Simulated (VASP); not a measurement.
Crystal: BaTiO3.

```xyz
5
Lattice="2.8277 1.6326 2.3177 -2.8277 1.6326 2.3177 0.0000 -3.2651 2.3177" Properties=species:S:1:pos:R:3 pbc="T T T"
Ba    0.0000    0.0000    0.0000
Ti    0.0000    0.0000    3.5739
O     0.0000   -1.5996    4.5536
O    -1.3853    0.7998    4.5536
O     1.3853    0.7998    4.5536
```

```yaml
Program: VASP 6.6.1
Task: relaxation of cell and atoms
Functional: r2SCAN
Potentials_or_basis: VASP PAW PBE potentials, release 64 (Ba_sv, Ti_sv, O)
Cutoff: 660 eV
k_mesh: 6 × 6 × 6
Occupations: gaussian, width 0.02 eV
Spin: no spin polarisation
Hubbard_terms: Ti d U = 4.0 eV
```

At the start: pressure 7.3 GPa; volume 12.84 Å³/atom.

Where does the relaxation end?

Over 27 steps the energy falls by 25.1 meV/atom and the volume is 13.09 Å³/atom (+2.0 %); space group R3m (No. 160, to 0.1 Å) before, Pm-3m (No. 221, to 0.1 Å).

Step by step:
```
step  energy change (eV)  largest force (eV/Å)  pressure (GPa)  volume (Å³)
   1              0.0000                1.2701            7.34        64.20
   2              0.0158                0.2442           -9.29        69.82
   3             -0.0901                0.4262           -1.41        66.72
   4             -0.0901                0.4383           -1.26        66.67
   5             -0.1056                0.3173           -0.31        66.03
   6             -0.1138                0.1642            1.51        65.08
   7             -0.1208                0.1656           -0.05        65.54
   8             -0.1212                0.1717           -0.54        65.70
   9             -0.1240                0.1268           -0.08        65.51
  10             -0.1248                0.0862            0.38        65.33
  11             -0.1253                0.0335           -0.27        65.57
  12             -0.1253                0.0375           -0.15        65.53
  13             -0.1255                0.0156            0.03        65.46
  14             -0.1255                0.0145            0.04        65.46
  15             -0.1255                0.0080           -0.03        65.48
  16             -0.1255                0.0074           -0.04        65.49
  17             -0.1255                0.0072            0.03        65.47
  18             -0.1255                0.0074            0.02        65.47
  19             -0.1255                0.0078            0.01        65.47
  20             -0.1255                0.0086            0.03        65.46
  21             -0.1255                0.0075            0.04        65.47
  22             -0.1255                0.0063           -0.06        65.49
  23             -0.1255                0.0053           -0.03        65.48
  24             -0.1255                0.0058           -0.02        65.48
  25             -0.1255                0.0064           -0.01        65.48
  26             -0.1255                0.0058           -0.02        65.48
  27             -0.1255                0.0024            0.01        65.47
```

Final structure:
```
CELL_PARAMETERS angstrom
2.84985 1.64536 2.32694
-2.84985 1.64536 2.32694
0.00000 -3.29072 2.32694
ATOMIC_POSITIONS crystal
Ba 0.99570 0.99570 0.99570
Ti 0.49544 0.49544 0.49544
O 0.49587 0.49587 0.99582
O 0.49587 0.99582 0.49587
O 0.99582 0.49587 0.49587
```

Caveat: the PAW data sets were made with another functional, which shifts forces and pressure a little.
